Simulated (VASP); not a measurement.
Write the native input for VASP 6.6.1 that does the following.

| Item | Value |
| --- | --- |
| Task | single point |
| Functional | PBE |
| Potentials or basis | VASP PAW PBE potentials, release 64 (Na_pv, H) |
| Cutoff | 400 eV |
| k mesh | 4 × 4 × 1 |
| Occupations | gaussian, width 0.1 eV |
| Spin | no spin polarisation |
| Dipole correction | yes |
| Further INCAR settings | ALGO = Normal; EDIFF = 1e-06; NBANDS = 40; NELMDL = -8 |

The structure of Na4H lies in POSCAR:

```
Na4H
1.0
    7.2665054626      0.0000000000      0.0000000000
   -2.4221684875      6.8509270508      0.0000000000
    0.0000000000      0.0000000000     20.9665384335
Na H
8 2
Direct
    0.2500000000      0.2500000000      0.1907801811
    0.2500000000      0.7500000000      0.1907801811
    0.7500000000      0.2500000000      0.1907801811
    0.7500000000      0.7500000000      0.1907801811
    0.0000000000      0.0000000000      0.3322693660
    0.0000000000      0.5000000000      0.3322693660
    0.5000000000      0.0000000000      0.3322693660
    0.5000000000      0.5000000000      0.3322693660
    0.1034313189      0.3333333333      0.4300442089
    0.2299020144      0.3333333333      0.4300442089
```

One way to write it, as run:

INCAR

```
SYSTEM = Na4H
ALGO = Normal
DIPOL = 0.5 0.5 0.295
EDIFF = 1E-6
ENCUT = 400
GGA = PE
GGA_COMPAT = .False.
IDIPOL = 3
ISIF = 2
ISMEAR = 0
LASPH = .True.
LCHARG = .False.
LDIPOL = .True.
LREAL = .False.
LWAVE = .False.
NBANDS = 40
NELM = 120
NELMDL = -8
PREC = Accurate
SIGMA = 0.1
```

KPOINTS

```
k-points
0
Gamma
  4 4 1
  0 0 0
```

Potentials or basis: VASP PAW PBE potentials, release 64 (Na_pv, H).

Command:

```console
$ cat potpaw_PBE.64/Na_pv/POTCAR potpaw_PBE.64/H/POTCAR > POTCAR
$ mpirun -np 1 vasp_std > vasp.out
```

Results of the run:

```yaml
Largest_force: 3.025 eV/Å
Band_gap_on_the_k_mesh: zero (bands 29 and 30 overlap by 0.70 eV)
```

Wall time 4.3 min on 1 thread of Intel(R) Xeon(R) 6975P-C (Granite Rapids) (shared host), peak memory 0.73 GiB.
